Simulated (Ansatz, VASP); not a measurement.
As in VASP and in Ansatz

The input INCAR:

```
SYSTEM = As
PREC = Accurate ; ENCUT = 520
EDIFF = 1E-6 ; ISMEAR = -1
SIGMA = 0.05 ; LREAL = .False.
LASPH = .True. ; NELM = 80
ALGO = Normal ; ISIF = 2
LWAVE = .False. ; LCHARG = .False.
GGA = PS ; NBANDS = 12
```

The input KPOINTS:

```
Automatic mesh
0
Gamma
  10 10 10
  0 0 0
```

File POSCAR:

```
As
1.0
    1.8807968987      1.0858785957      3.5140619945
   -1.8807968987      1.0858785957      3.5140619945
    0.0000000000     -2.1717571915      3.5140619945
As
2
Direct
    0.6753600000      0.8553600000      0.8553600000
    0.3246400000      0.1446400000      0.1446400000
```

Input for Ansatz:

```yaml
crystal:
  lattice:
    - [1.8807968987, 1.0858785957, 3.5140619945]
    - [-1.8807968987, 1.0858785957, 3.5140619945]
    - [0.0, -2.1717571915, 3.5140619945]
  atoms:
    - { symbol: As, position: [0.67536, 0.85536, 0.85536] }
    - { symbol: As, position: [0.32464, 0.14464, 0.14464] }
kpoints:
  mp_grid: { grid: [10, 10, 10] }
scf:
  occupations: { method: fermi_dirac, width: 0.05 }
hamiltonian:
  xc: pbesol
  pseudopotentials: { kind: paw }
output:
  forces: true
  stress: true
  eigenvalues: true
  populations: true
```

Change from the starting cell: shortest bond scaled by 0.64, PAW files.

Alike in both runs: task single point; functional PBEsol; k mesh 10 × 10 × 10; occupations fermi-dirac, width 0.05 eV; no spin polarisation.

```csv
,VASP,Ansatz
version,VASP 6.6.1,Ansatz 0.2.0
potentials or method,"VASP PAW PBE potentials, release 64 (As)","PAW with Ansatz's default frozen-core files, scalar-relativistic"
plane-wave cutoff (eV),520,420
valence electrons in the cell,10,30
```

Ansatz gave:

| Property | Result |
| --- | --- |
| pressure (GPa) | 86.2 |
| traceless stress, the component that is largest in VASP (GPa) | -88.67 |
| rms of the force components (eV/Å) | 23.190 |

Which values does VASP return?

Pressure (GPa): 93.5; traceless stress, the component that is largest in VASP (GPa): -96.44; rms of the force components (eV/Å): 25.191.

VASP's potentials were made for PBE, not for PBEsol. Atom by atom the forces differ by 2.002 eV/Å (rms over components). Both programs put the cell under a high pressure, so it lies far from rest at this level. VASP's potentials hold 10 valence electrons a cell and Ansatz's 30, so a difference there can come from the potentials and not from the codes.

Noted on VASP's run: the cell as given lies far from equilibrium.
